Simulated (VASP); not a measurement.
Write the native input for VASP 6.6.1 that does the following.

| Quantity | Value |
| --- | --- |
| Task | single point |
| Functional | PBE |
| Potentials or basis | VASP PAW PBE potentials, release 64 (N, Ti_sv) |
| Cutoff | 520 eV |
| k mesh | 9 × 9 × 1 |
| Occupations | gaussian, width 0.1 eV |
| Spin | no spin polarisation |
| Dipole correction | yes |
| Further INCAR settings | ALGO = Normal; EDIFF = 1e-06; NBANDS = 34 |

The structure of TiN lies in POSCAR:

```
TiN
1.0
    3.0028555063      0.0000000000      0.0000000000
   -1.5014277532      2.6005491524      0.0000000000
    0.0000000000      0.0000000000     21.5541471692
N Ti
3 3
Direct
    0.3333333333      0.6666666667      0.1855791356
    0.0000000000      0.0000000000      0.2993308528
    0.6666666667      0.3333333333      0.4147299344
    0.6666666667      0.3333333333      0.2424549943
    0.3333333333      0.6666666667      0.3575097830
    0.0000000000      0.0000000000      0.4664599852
```

The input as run:

INCAR

```
PREC     = Accurate       # precision mode
ENCUT    = 520            # plane-wave cutoff, eV
EDIFF    = 1E-6           # SCF threshold, eV
ISMEAR   = 0              # smearing method
SIGMA    = 0.1            # smearing width, eV
LREAL    = False          # projectors in reciprocal space
LASPH    = True           # aspherical terms in the spheres
NELM     = 60             # most SCF steps
ALGO     = Normal         # electronic algorithm
ISIF     = 2              # what is computed and relaxed
LWAVE    = False          # write WAVECAR
LCHARG   = False          # write CHGCAR
LDIPOL   = True         
IDIPOL   = 3            
DIPOL    = 0.5 0.5 0.328
GGA      = PE             # functional
NBANDS   = 34             # bands
```

KPOINTS

```
Automatic mesh
0
Gamma
  9 9 1
```

Potentials or basis: VASP PAW PBE potentials, release 64 (N, Ti_sv).

The run is started by

```console
$ cat potpaw_PBE.64/N/POTCAR potpaw_PBE.64/Ti_sv/POTCAR > POTCAR
$ mpirun -np 1 vasp_std > vasp.out
```

Results of the run:

```
Largest force : 5.267 eV/Å
```

It took 2.1 min on 1 thread of Intel(R) Xeon(R) 6975P-C (Granite Rapids), with other jobs on the host, peak memory 0.3 GiB.
